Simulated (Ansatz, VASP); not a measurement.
**Si2Mo in VASP and in Ansatz**

POSCAR

```
Si2Mo
1.0
   -1.6000000000      1.6000000000      3.9305000000
    1.6000000000     -1.6000000000      3.9305000000
    1.6000000000      1.6000000000     -3.9305000000
Si Mo
2 1
Direct
    0.3330000000      0.3330000000      0.0000000000
    0.6670000000      0.6670000000      0.0000000000
    0.0000000000      0.0000000000      0.0000000000
```

The input INCAR.step1:

```
PREC = Accurate
ENCUT = 520
ISMEAR = 0
SIGMA = 0.1
LREAL = F
LASPH = T
NELM = 80
NBANDS = 18
GGA = PE
ALGO = Normal
EDIFF = 1E-4
LWAVE = T
LCHARG = F
```

Contents of INCAR.step2:

```
PREC = Accurate
ENCUT = 520
EDIFF = 1E-6
ISMEAR = 0
SIGMA = 0.1
LREAL = F
LASPH = T
NELM = 80
ALGO = Normal
ISIF = 2
LWAVE = F
LCHARG = F
METAGGA = R2SCAN
LMIXTAU = T
NBANDS = 18
ISTART = 1
```

The input KPOINTS:

```
regular mesh
0
Gamma
  8 8 8
```

Input for Ansatz:

```yaml
crystal:
  lattice:
    - [-1.6, 1.6, 3.9305]
    - [1.6, -1.6, 3.9305]
    - [1.6, 1.6, -3.9305]
  atoms:
    - { symbol: Si, position: [0.333, 0.333, 0.0] }
    - { symbol: Si, position: [0.667, 0.667, 0.0] }
    - { symbol: Mo, position: [0.0, 0.0, 0.0] }
basis:
  ecutwfc: 500
kpoints:
  mp_grid: { grid: [8, 8, 8] }
hamiltonian:
  xc: r2scan
scf:
  occupations: { method: gaussian, width: 0.1 }
  lower_state_search: "off"
output:
  forces: true
  stress: true
  eigenvalues: true
```

Alike in both runs: task single point; functional r2SCAN; k mesh 8 × 8 × 8; occupations gaussian, width 0.1 eV; no spin polarisation.

```csv
,VASP,Ansatz
version,VASP 6.6.1,Ansatz 0.2.0
potentials or method,"VASP PAW PBE potentials, release 64 (Si, Mo_sv), cutoff 520 eV","scalar-relativistic, plane waves, PAW"
valence electrons in the cell,22,22
```

|  | VASP | Ansatz | Ansatz less VASP |
| --- | --- | --- | --- |
| gap on the k mesh at the Fermi level (eV) | none | none | - |
| pressure (GPa) | -1.0 | -1.4 | -0.40 |
| traceless stress, the component that is largest in VASP (GPa) | -2.00 | -1.98 | +0.023 |
| rms of the force components (eV/Å) | 0.179 | 0.183 | +0.0039 |

VASP's potentials were made for PBE, not for r2SCAN. Atom by atom the forces differ by 0.004 eV/Å (rms over components). A gap of «none» marks a metal or a gap that the smearing closes.
